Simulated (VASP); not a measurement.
A run of VASP 6.6.1 is set up as follows.

File POSCAR:

```
As
1.0
    1.8607934009     -5.6078705233      0.0000000000
    1.8607934009      5.6078705233      0.0000000000
    0.0000000000      0.0000000000      4.5576693162
As
4
Direct
    0.3900000000      0.6100000000      0.5600000000
    0.8900000000      0.1100000000      0.9400000000
    0.6100000000      0.3900000000      0.4400000000
    0.1100000000      0.8900000000      0.0600000000
```

File INCAR.step1:

```
SYSTEM = As
PREC     = Accurate       ! precision mode
ENCUT    = 520            ! plane-wave cutoff, eV
ISMEAR   = -1             ! smearing method
SIGMA    = 0.05           ! smearing width, eV
LREAL    = .False.        ! projectors in reciprocal space
LASPH    = .True.         ! aspherical terms in the spheres
NELM     = 60             ! most SCF steps
NBANDS   = 18             ! bands
GGA      = PE             ! functional
ALGO     = Normal         ! electronic algorithm
EDIFF    = 1E-4           ! SCF threshold, eV
LWAVE    = .True.         ! write WAVECAR
LCHARG   = .False.        ! write CHGCAR
```

The input INCAR.step2:

```
SYSTEM = As
PREC     = Accurate       ! precision mode
ENCUT    = 520            ! plane-wave cutoff, eV
EDIFF    = 1E-7           ! SCF threshold, eV
ISMEAR   = -1             ! smearing method
SIGMA    = 0.05           ! smearing width, eV
LREAL    = .False.        ! projectors in reciprocal space
LASPH    = .True.         ! aspherical terms in the spheres
NELM     = 60             ! most SCF steps
ALGO     = Normal         ! electronic algorithm
ISIF     = 2              ! what is computed and relaxed
LWAVE    = .False.        ! write WAVECAR
LCHARG   = .False.        ! write CHGCAR
METAGGA  = R2SCAN         ! meta-GGA
LMIXTAU  = .True.       
NBANDS   = 18             ! bands
ISTART   = 1
```

The input KPOINTS:

```
Automatic mesh
0
Gamma
  8 8 6
  0 0 0
```

Potentials or basis: VASP PAW PBE potentials, release 64 (As).

Launch:

```bash
$ cat potpaw_PBE.64/As/POTCAR > POTCAR
$ cp INCAR.step1 INCAR
$ mpirun -np 1 vasp_std > vasp.out
$ cp INCAR.step2 INCAR
$ mpirun -np 1 vasp_std > vasp.out
```

Problem. Predict the pressure.

Solution. -2.5 GPa.

Problem. Predict the largest force.

Solution. 0.731 eV/Å.

Stress tensor (GPa, compression positive):
```
-2.10  0.00  0.00
 0.00 -2.65  0.00
 0.00  0.00 -2.68
```

Caveat: the PAW data sets were made with another functional, which shifts forces and pressure a little.
